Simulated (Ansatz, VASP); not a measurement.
**BN: VASP beside Ansatz**

```
B N
1.0
     2.45391    0.00000    0.00000
    -1.22696    2.21189    0.00000
     0.00000    0.00000    6.66120
B N
2 2
Direct
  0.33333 0.66667 0.25000
  0.66667 0.33333 0.75000
  0.33333 0.66667 0.75000
  0.66667 0.33333 0.25000
```

Change from the starting cell: strain -0.0200 x Voigt [1, -1, 0, 0, 0, 0], atoms carried along.

Alike in both runs: task single point; functional r2SCAN; k mesh 12 × 12 × 4; occupations gaussian, width 0.05 eV; no spin polarisation.

|  | VASP | Ansatz |
| --- | --- | --- |
| version | VASP 6.6.1 | Ansatz 0.2.0 |
| potentials or method | VASP PAW PBE potentials, release 64 (B, N), cutoff 520 eV | scalar-relativistic, plane waves, PAW |
| valence electrons in the cell | 16 | 16 |

```csv
,VASP,Ansatz,Ansatz less VASP
gap on the k mesh at the Fermi level (eV),4.64,4.60,-0.036
least direct gap on the mesh (eV),5.31,5.28,-0.037
pressure (GPa),0.3,-0.1,-0.39
"traceless stress, the component that is largest in VASP (GPa)",-15.60,-15.93,-0.326
rms of the force components (eV/Å),0.246,0.245,-0.0005
```

VASP's potentials were made for PBE, not for r2SCAN. Atom by atom the forces differ by 0.001 eV/Å (rms over components). With one functional, cell and mesh, what is left measures potentials, basis and numerics.
